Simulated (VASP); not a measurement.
Here is a VASP 6.6.1 calculation.

File INCAR:

```
SYSTEM = As
PREC = Accurate
ENCUT = 600
EDIFF = 1E-6
ISMEAR = -1
SIGMA = 0.05
LREAL = .False.
LASPH = .True.
NELM = 60
ALGO = Normal
ISIF = 3
LWAVE = .False.
LCHARG = .False.
GGA = PE
IBRION = 2
NSW = 60
EDIFFG = -0.005
PSTRESS = 1200.0
```

The input KPOINTS:

```
regular mesh
0
Gamma
  18 18 17
  0 0 0
```

Contents of POSCAR:

```
As
1.0
    2.4400231817      0.0000000000      0.0000000000
   -1.2200115909      2.1131220612      0.0000000000
    0.0000000000      0.0000000000      2.2936217908
As
1
Direct
    0.0000000000      0.0000000000      0.0000000000
```

Potentials or basis: VASP PAW PBE potentials, release 64 (As).

The run is started by

```bash
$ cat potpaw_PBE.64/As/POTCAR > POTCAR
$ mpirun -np 1 vasp_std > vasp.out
```

**Question.** Predict the space group after relaxing (to 0.05 Å).

**Answer.** P6/mmm (No. 191).

**Question.** Predict the relaxed cell.

**Answer.** a = 2.458 Å, b = 2.458 Å, c = 2.315 Å, α = 90.00°, β = 90.00°, γ = 120.00°.

**Question.** Estimate the relaxed volume.

**Answer.** 12.11 Å³/atom.

Step by step:
```
step  energy change (eV)  largest force (eV/Å)  pressure (GPa)  volume (Å³)
   1              0.0000                0.0000          132.14        11.83
   2             -1.0182                0.0000           76.36        13.43
   3             -0.2347                0.0000          119.43        12.13
   4             -0.2248                0.0000          119.96        12.11
   5             -0.2205                0.0000          120.15        12.11
   6             -0.2213                0.0000          120.29        12.11
   7             -0.2209                0.0000          120.22        12.11
   8             -0.2209                0.0000          120.23        12.11
   9             -0.2373                0.0000          119.34        12.13
  10             -0.2251                0.0000          120.00        12.11
```

Caveat: the cell is relaxed towards a set pressure, so the enthalpy falls and the energy may rise.
